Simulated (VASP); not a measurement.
# ZnSe in VASP: relaxation of the atoms with PBE+D3(BJ)

Aim: the relaxation of the atoms of ZnSe with PBE+D3(BJ).

Program: VASP 6.6.1. These are calculated values, not measurements. Logs are shortened: lines on timing, memory, paths and dates and some standing lists are left out, and cuts for length are marked.

## Step 1: The cell of the first run

The cell holds a slab with vacuum, 4 atoms: a = 3.999 Å, b = 3.999 Å, c = 18.081 Å, α = 90.00°, β = 90.00°, γ = 120.00°.

## Step 2: Relaxation of the atoms, PBE+D3(BJ)

INCAR reads:

```
PREC = Accurate
ENCUT = 450
EDIFF = 1E-7
ISMEAR = 0
SIGMA = 0.05
LREAL = F
LASPH = T
NELM = 120
ALGO = Normal
ISIF = 2
LWAVE = F
LCHARG = F
LDIPOL = T
IDIPOL = 3
DIPOL = 0.5 0.5 0.500
GGA = PE
IVDW = 12
IBRION = 2
NSW = 70
EDIFFG = -0.03
GGA_COMPAT = F
NELMIN = 4
NELMDL = -8
```

KPOINTS reads:

```
Automatic mesh
0
Gamma
  9 9 1
```

POSCAR reads:

```
ZnSe
1.0
    3.9986843328      0.0000000000      0.0000000000
   -1.9993421664      3.4629622139      0.0000000000
    0.0000000000      0.0000000000     18.0811401074
Se Zn
2 2
Selective dynamics
Direct
    0.0000000000      0.0000000000      0.3871437287  F F F
    0.3333333333      0.6666666667      0.5677137628  T T T
    0.3333333333      0.6666666667      0.4322862372  F F F
    0.6666666667      0.3333333333      0.6128562713  T T T
```

Potentials or basis: VASP PAW PBE potentials, release 64 (Se, Zn).

Launch:

```bash
$ cat potpaw_PBE.64/Se/POTCAR potpaw_PBE.64/Zn/POTCAR > POTCAR
$ mpirun -np 1 vasp_std > vasp.out
```

OUTCAR:

```text
PREC = Accurate
   ENCUT = 450
   EDIFF = 1E-7
   ISMEAR = 0
   LREAL = F
   LASPH = T
   NELM = 120
   ISIF = 2
   GGA = PE
   IVDW = 12
   IBRION = 2
   NSW = 70
   EDIFFG = -0.03
   NELMIN = 4
   NELMDL = -8
 IVDW          = 12

 ion  position               nearest neighbor table
   1  0.000  0.000  0.387-   3 2.45   3 2.45   3 2.45
   2  0.333  0.667  0.568-   4 2.45   4 2.45   4 2.45   3 2.45
   3  0.333  0.667  0.432-   1 2.45   1 2.45   1 2.45   2 2.45
   4  0.667  0.333  0.613-   2 2.45   2 2.45   2 2.45

  LATTYP: Found a hexagonal cell.
 ALAT       =     3.9986843328
 C/A-ratio  =     4.5217723137

  Lattice vectors:

 A1 = (   3.9986843328,   0.0000000000,   0.0000000000)
 A2 = (  -1.9993421664,   3.4629622139,   0.0000000000)
 A3 = (   0.0000000000,   0.0000000000,  18.0811401074)

Analysis of symmetry for initial positions (statically):
=====================================================================
 Subroutine PRICEL returns:
 Original cell was already a primitive cell.

 Routine SETGRP: Setting up the symmetry group for a
 hexagonal supercell.

 Subroutine GETGRP returns: Found  6 space group operations
 (whereof  6 operations were pure point group operations)
 out of a pool of 24 trial point group operations.

The static configuration has the point symmetry C_3v.

Analysis of symmetry for dynamics (positions and initial velocities):
=====================================================================
 Subroutine PRICEL returns:
 Original cell was already a primitive cell.

 Routine SETGRP: Setting up the symmetry group for a
 hexagonal supercell.

 Subroutine GETGRP returns: Found  6 space group operations
 (whereof  6 operations were pure point group operations)
 out of a pool of 24 trial point group operations.

The dynamic configuration has the point symmetry C_3v.

Analysis of constrained symmetry for selective dynamics:
=====================================================================
 Subroutine PRICEL returns:
 Original cell was already a primitive cell.

 Routine SETGRP: Setting up the symmetry group for a
 hexagonal supercell.

 Subroutine GETGRP returns: Found  6 space group operations
 (whereof  6 operations were pure point group operations)
 out of a pool of 24 trial point group operations.

The constrained configuration has the point symmetry C_3v.

 Subroutine INISYM returns: Found  6 space group operations
 (whereof  6 operations are pure point group operations),
 and found     1 'primitive' translations

----------------------------------------------------------------------------------------

                                     Primitive cell

  volume of cell :     250.3748

  direct lattice vectors                    reciprocal lattice vectors
     3.998684333  0.000000000  0.000000000     0.250082256  0.144385058  0.000000000
    -1.999342166  3.462962214  0.000000000     0.000000000  0.288770116  0.000000000
     0.000000000  0.000000000 18.081140107     0.000000000  0.000000000  0.055306247

  length of vectors
     3.998684333  3.998684333 18.081140107     0.288770116  0.288770116  0.055306247

  position of ions in fractional coordinates (direct lattice)
     0.000000000  0.000000000  0.387143729
     0.333333333  0.666666667  0.567713763
     0.333333333  0.666666667  0.432286237
     0.666666667  0.333333333  0.612856271

  ion indices of the primitive-cell ions
   primitive index   ion index
                 1           1
                 2           2
                 3           3
                 4           4

----------------------------------------------------------------------------------------

 KPOINTS: Automatic mesh

Automatic generation of k-mesh.
 Grid dimensions read from file:
 generate k-points for:    9    9    1

 Generating k-lattice:

  Cartesian coordinates                     Fractional coordinates (reciprocal lattice)
     0.027786917  0.016042784  0.000000000     0.111111111 -0.000000000  0.000000000
     0.000000000  0.032085568  0.000000000     0.000000000  0.111111111  0.000000000
     0.000000000  0.000000000  0.055306247     0.000000000  0.000000000  1.000000000

  Length of vectors
     0.032085568  0.032085568  0.055306247

  Shift w.r.t. Gamma in fractional coordinates (k-lattice)
     0.000000000  0.000000000  0.000000000

 Subroutine IBZKPT returns following result:
 ===========================================

 Found     12 irreducible k-points:

 Following reciprocal coordinates:
            Coordinates               Weight
  0.000000  0.000000  0.000000      1.000000
  0.111111 -0.000000  0.000000      6.000000
  0.222222 -0.000000  0.000000      6.000000
  0.333333  0.000000  0.000000      6.000000
  0.444444 -0.000000  0.000000      6.000000
  0.111111  0.111111  0.000000      6.000000
  0.222222  0.111111  0.000000     12.000000
  0.333333  0.111111  0.000000     12.000000
  0.444444  0.111111  0.000000      6.000000
  0.222222  0.222222  0.000000      6.000000
  0.333333  0.222222  0.000000     12.000000
  0.333333  0.333333  0.000000      2.000000
   k-points           NKPTS =     12   k-points in BZ     NKDIM =     12   number of bands    NBANDS=     22
   number of dos      NEDOS =    301   number of ions     NIONS =      4
   total plane-waves  NPLWV =  98784
   dimension x,y,z NGX =    28 NGY =   28 NGZ =  126
   dimension x,y,z NGXF=    56 NGYF=   56 NGZF=  252
   ions per type =               2   2
   NGX,Y,Z   is equivalent  to a cutoff of  11.64, 11.64, 11.58 a.u.
   NGXF,Y,Z  is equivalent  to a cutoff of  23.28, 23.28, 23.17 a.u.
 SYSTEM =  unknown system
   PREC   = accura    normal or accurate (medium, high low for compatibility)
   ISTART =      0    job   : 0-new  1-cont  2-samecut
   ICHARG =      2    charge: 1-file 2-atom 10-const
   ISPIN  =      1    spin polarized calculation?
   LNONCOLLINEAR =      F non collinear calculations
   LSORBIT =      F    spin-orbit coupling
   LASPH  =      T    aspherical Exc in radial PAW
   ENCUT  =  450.0 eV  33.07 Ry    5.75 a.u.   6.92  6.92 31.27*2*pi/ulx,y,z
   NELM   =    120;   NELMIN=  4; NELMDL= -8     # of ELM steps
   EDIFF  = 0.1E-06   stopping-criterion for ELM
   LREAL  =      F    real-space projection
   EDIFFG = -.3E-01   stopping-criterion for IOM
   NSW    =     70    number of steps for IOM
   IBRION =      2    ionic relax: 0-MD 1-quasi-New 2-CG
   NFREE  =      1    steps in history (QN), initial steepest desc. (CG)
   ISIF   =      2    stress and relaxation
   ISYM   =      2    0-nonsym 1-usesym 2-fastsym
   POTIM  = 0.5000    time-step for ionic-motion
   TEBEG  =    0.0;   TEEND  =   0.0 temperature during run
   PSTRESS=    0.0 pullay stress
   NELECT =      36.0000    total number of electrons
   NUPDOWN=      -1.0000    fix difference up-down
   EMIN   =  10.00;   EMAX   =-10.00  energy-range for DOS
   EFERMI =   0.00;   METHOD = LEGACY
   ISMEAR =     0;   SIGMA  =   0.05  broadening in eV -4-tet -1-fermi 0-gaus
   EFERMI_NEDOS =   21; number of points for ismear=-14 and -15
   IALGO  =     38    algorithm
   IMIX   =      4    mixing-type and parameters
     AMIX     =   0.40;   BMIX     =  1.00
     AMIX_MAG =   1.60;   BMIX_MAG =  1.00
  volume/ion in A,a.u.               =      62.59       422.40
  Fermi-wavevector in a.u.,A,eV,Ry     =   0.857654  1.620731 10.008042  0.735570
  Thomas-Fermi vector in A             =   1.974740
   LORBIT       =      0    0 simple, 1 ext, 2 COOP (PROOUT), +10 PAW based schemes
   GGA     = PE    functional components
   LHFCALC =     F    Hartree Fock is set to
   AEXX    =    0.0000 exact exchange contribution
   IVDW    =    12    specifies the selected vdW correction
   LEPSILON=     F    determine dielectric tensor
   LRPA    =     F    only Hartree local field effects (RPA)
 conjugate gradient relaxation of ions
 non-spin polarized calculation
 Gauss-broadening in eV      SIGMA  =   0.05
  energy-cutoff  :      450.00
  volume of cell :      250.37
 maximum number of plane-waves:      5450
 NGX is ok and might be reduce to    28
   NGX = 13   NGY = 13   NGZ = 63

--------------------------------------- Ionic step        1  -------------------------------------------

 number of electron      35.9999987 magnetization

 Free energy of the ion-electron system (eV)
  ---------------------------------------------------
  ext. energy  EPLUGINS =         0.00000000
  ---------------------------------------------------
  free energy    TOTEN  =       -10.75743196 eV

  energy without entropy =      -10.75743041  energy(sigma->0) =      -10.75743119

------------------------ aborting loop because EDIFF is reached ----------------------------------------

 Edisp (eV)   -0.88571

 E8    (eV) :    -0.3883

  FORCE on cell =-STRESS in cart. coord.  units (eV):
  Direction    XX          YY          ZZ          XY          YZ          ZX
  --------------------------------------------------------------------------------------
  -------------------------------------------------------------------------------------
  Total      -0.89613    -0.89613     0.46365     0.00000     0.00000     0.00000
  in kB      -5.73441    -5.73441     2.96693     0.00000     0.00000     0.00000
  external pressure =       -2.83 kB  Pullay stress =        0.00 kB
[... 191 lines left out ...]
  energy  without entropy=      -11.8679144708  energy(sigma->0) =      -11.86826277

--------------------------------------- Ionic step        6  -------------------------------------------

 number of electron      36.0000006 magnetization

 dipolmoment           0.000000      0.000000     -0.241776 electrons x Angstroem

 Free energy of the ion-electron system (eV)
  ---------------------------------------------------
  ext. energy  EPLUGINS =         0.00000000
  ---------------------------------------------------
  free energy    TOTEN  =       -10.99569964 eV

  energy without entropy =      -10.99500306  energy(sigma->0) =      -10.99535135

 E-fermi :  -1.9379     XC(G=0):  -4.0781

 val. band max:       -1.9379057204   @ k =   0.0000   0.0000   0.0000
 cond. band min:      -1.4431995059   @ k =   0.1111  -0.0000   0.0000
 fundamental gap:      0.4947062145
 Fermi energy:        -1.9379054225

 k-point     1 :       0.0000    0.0000    0.0000
  band No.  band energies     occupation
      1     -17.0511      2.00000
      2     -14.2453      2.00000
      3     -10.8992      2.00000
      4     -10.8992      2.00000
      5     -10.4023      2.00000
      6     -10.4023      2.00000
[... 289 lines left out ...]
     21       2.2567      0.00000
     22       2.4555      0.00000

------------------------ aborting loop because EDIFF is reached ----------------------------------------

 vacuum level on the upper side and lower side of the slab       (xc-potential included)        -1.627         1.412

 Edisp (eV)   -0.87294

 E8    (eV) :    -0.3818

  FORCE on cell =-STRESS in cart. coord.  units (eV):
  Direction    XX          YY          ZZ          XY          YZ          ZX
  --------------------------------------------------------------------------------------
  -------------------------------------------------------------------------------------
  Total       0.82688     0.82688    -0.78031     0.00000    -0.00000     0.00000
  in kB       5.29130     5.29130    -4.99328     0.00000    -0.00000     0.00000
  external pressure =        1.86 kB  Pullay stress =        0.00 kB
[... 19 lines left out ...]
  FREE ENERGIE OF THE ION-ELECTRON SYSTEM (eV)
  ---------------------------------------------------
  free  energy   TOTEN  =       -11.8686373013 eV

  energy  without entropy=      -11.8679407182  energy(sigma->0) =      -11.86828901

 reached required accuracy - stopping structural energy minimisation

 vacuum level on the upper side and lower side of the slab         0.959         4.056
```

Wall time 7.2 min (1 thread of Intel Xeon Platinum 8175M at 2.50GHz (Skylake/Cascade Lake), shared host); peak memory 0.34 GiB.

Results:

```
Free energy                : -11.8686 eV
Energy gained by relaxing  : 56.4 meV/atom
Ionic steps                : 6
Band gap on the k mesh     : zero (filled and empty bands touch)
Dispersion energy per atom : -0.218 eV
```

The path:
| step | energy change (eV) | largest force on free atoms (eV/Å) | pressure (GPa) |
| --- | --- | --- | --- |
| 1 | 0.0000 | 1.4520 | -0.28 |
| 2 | -0.1083 | 0.9288 | -0.21 |
| 3 | -0.2225 | 0.0877 | 0.12 |
| 4 | -0.2246 | 0.0490 | 0.15 |
| 5 | -0.2255 | 0.0320 | 0.18 |
| 6 | -0.2255 | 0.0287 | 0.19 |

Final structure:
```yaml
crystal:
  lattice:
    - [3.99868, 0.00000, 0.00000]
    - [-1.99934, 3.46296, 0.00000]
    - [0.00000, 0.00000, 18.08114]
  atoms:
    - { symbol: Se, position: [0.00000, 0.00000, 0.38714] }
    - { symbol: Se, position: [0.33333, 0.66667, 0.58531] }
    - { symbol: Zn, position: [0.33333, 0.66667, 0.43229] }
    - { symbol: Zn, position: [0.66667, 0.33333, 0.60317] }
```
